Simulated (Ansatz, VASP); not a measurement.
**One calculation of H, two programs**

Contents of INCAR:

```
SYSTEM = H
ALGO = Normal ; EDIFF = 1E-7
ENCUT = 520 ; GGA = PS
ISIF = 2 ; ISMEAR = 0
LASPH = .TRUE. ; LCHARG = .FALSE.
LREAL = .FALSE. ; LWAVE = .FALSE.
NBANDS = 8 ; NELM = 60
PREC = Accurate ; SIGMA = 0.02
```

Contents of KPOINTS:

```
k-points
0
G
  10 10 10
  0 0 0
```

POSCAR

```
H
1.0
   -1.6915344700      1.6915344700      2.0584739900
    1.6915344700     -1.6915344700      2.0584739900
    1.6915344700      1.6915344700     -2.0584739900
H
2
Direct
    0.9098622900      0.9098622900      0.0000000000
    0.1056565581      0.0993900585      0.0049895525
```

Input for Ansatz:

```yaml
crystal:
  lattice:
    - [-1.69153447, 1.69153447, 2.05847399]
    - [1.69153447, -1.69153447, 2.05847399]
    - [1.69153447, 1.69153447, -2.05847399]
  atoms:
    - { symbol: H, position: [0.90986229, 0.90986229, 0.0] }
    - { symbol: H, position: [0.1056565581, 0.0993900585, 0.0049895525] }
basis:
  ecutwfc: 420
kpoints:
  mp_grid: { grid: [10, 10, 10] }
hamiltonian:
  xc: pbesol
scf:
  occupations: { method: gaussian, width: 0.02 }
output:
  forces: true
  stress: true
  eigenvalues: true
```

Change from the starting cell: one atom moved.

Alike in both runs: task single point; functional PBEsol; k mesh 10 × 10 × 10; occupations gaussian, width 0.02 eV; no spin polarisation.

|  | VASP | Ansatz |
| --- | --- | --- |
| version | VASP 6.6.1 | Ansatz 0.2.0 |
| potentials or method | VASP PAW PBE potentials, release 64 (H), cutoff 520 eV | scalar-relativistic, plane waves, PAW |
| valence electrons in the cell | 2 | 2 |

```tsv
	VASP	Ansatz	Ansatz less VASP
gap on the k mesh at the Fermi level (eV)	8.23	8.24	+0.004
least direct gap on the mesh (eV)	9.11	9.11	+0.004
pressure (GPa)	-1.3	-1.2	+0.16
traceless stress, the component that is largest in VASP (GPa)	-2.52	-2.53	-0.008
rms of the force components (eV/Å)	0.414	0.418	+0.0044
```

VASP's potentials were made for PBE, not for PBEsol. Atom by atom the forces differ by 0.004 eV/Å (rms over components).
